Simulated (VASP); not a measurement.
ZrSi2, 3 atoms in the cell. The structure is trigonal, space group P-3m1 (No. 164). Conventional cell: a = 4.015 Å, b = 4.015 Å, c = 3.596 Å, α = 90.00°, β = 90.00°, γ = 120.00°. Within 4.1 Å of Zr (site symmetry -3m) lie 12 Si at 2.93 to 2.94 Å and 8 Zr at 3.60 to 4.02 Å. Within 3.1 Å of Si (site symmetry 3m) lie 3 Si at 2.32 Å and 6 Zr at 2.93 to 2.94 Å. The cell was generated, and may not be a known phase.

```yaml
Program: VASP 6.6.1
Task: single point
Functional: PBE
Potentials_or_basis: VASP PAW PBE potentials, release 64 (Zr_sv, Si)
Cutoff: 500 eV
k_mesh: 6 × 6 × 4
Occupations: gaussian, width 0.2 eV
Spin: no spin polarisation
Dipole_correction: no
Further_INCAR_settings: ALGO = Normal; EDIFF = 1e-06; NBANDS = 17
```

Potentials or basis: VASP PAW PBE potentials, release 64 (Zr_sv, Si).

Launch:

```sh
$ cat potpaw_PBE.64/Zr_sv/POTCAR potpaw_PBE.64/Si/POTCAR > POTCAR
$ mpirun -np 1 vasp_std > vasp.out
```

Hardware: 1 thread of Intel Xeon 8259CL, with other jobs on the host.

Task: Estimate the wall time of this run.

Result: Run time: 18 s on 1 thread of Intel Xeon 8259CL, on a shared host, peak memory 0.17 GiB. Counts: scf iterations 12, k points 24.
